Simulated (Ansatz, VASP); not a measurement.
ScAl: VASP beside Ansatz

File POSCAR:

```
ScAl
1.0
    3.3690951359      0.0000000000      0.0000000000
    0.0000000000      3.3690951359      0.0000000000
    0.0000000000      0.0000000000      3.3690951359
Sc Al
1 1
Direct
    0.5000000000      0.5000000000      0.5000000000
    0.0000000000      0.0000000000      0.0000000000
```

File INCAR.step1:

```
ALGO = Normal ; EDIFF = 1E-4
ENCUT = 520 ; GGA = PE
ISMEAR = 0 ; LASPH = T
LCHARG = F ; LREAL = F
LWAVE = T ; NBANDS = 14
NELM = 100 ; PREC = Accurate
SIGMA = 0.1
```

INCAR.step2

```
ALGO = Normal ; EDIFF = 1E-6
ENCUT = 520 ; ISIF = 2
ISMEAR = 0 ; ISTART = 1
LASPH = T ; LCHARG = T
LELF = T ; LMIXTAU = T
LREAL = F ; LVHAR = T
LWAVE = F ; METAGGA = R2SCAN
NBANDS = 14 ; NELM = 100
PREC = Accurate ; SIGMA = 0.1
```

Contents of KPOINTS:

```
k-points
0
Gamma
  16 16 16
```

Input for Ansatz:

```yaml
crystal:
  lattice:
    - [3.3690951251, 0.0, 0.0]
    - [0.0, 3.3690951251, 0.0]
    - [0.0, 0.0, 3.3690951251]
  atoms:
    - { symbol: Sc, position: [0.5, 0.5, 0.5] }
    - { symbol: Al, position: [0.0, 0.0, 0.0] }
basis:
  ecutwfc: 500
kpoints:
  mp_grid: { grid: [16, 16, 16] }
hamiltonian:
  xc: r2scan
scf:
  occupations: { method: gaussian, width: 0.1 }
output:
  forces: true
  stress: true
  eigenvalues: true
```

Alike in both runs: task single point; functional r2SCAN; k mesh 16 × 16 × 16; occupations gaussian, width 0.1 eV; no spin polarisation.

|  | VASP | Ansatz |
| --- | --- | --- |
| version | VASP 6.6.1 | Ansatz 0.2.0 |
| potentials or method | VASP PAW PBE potentials, release 64 (Sc_sv, Al), cutoff 520 eV | scalar-relativistic, plane waves, PAW |
| valence electrons in the cell | 14 | 14 |

|  | VASP | Ansatz | Ansatz less VASP |
| --- | --- | --- | --- |
| gap on the k mesh at the Fermi level (eV) | none | none | - |
| pressure (GPa) | 0.3 | 0.1 | -0.21 |

VASP's potentials were made for PBE, not for r2SCAN. A gap of «none» marks a metal or a gap that the smearing closes.
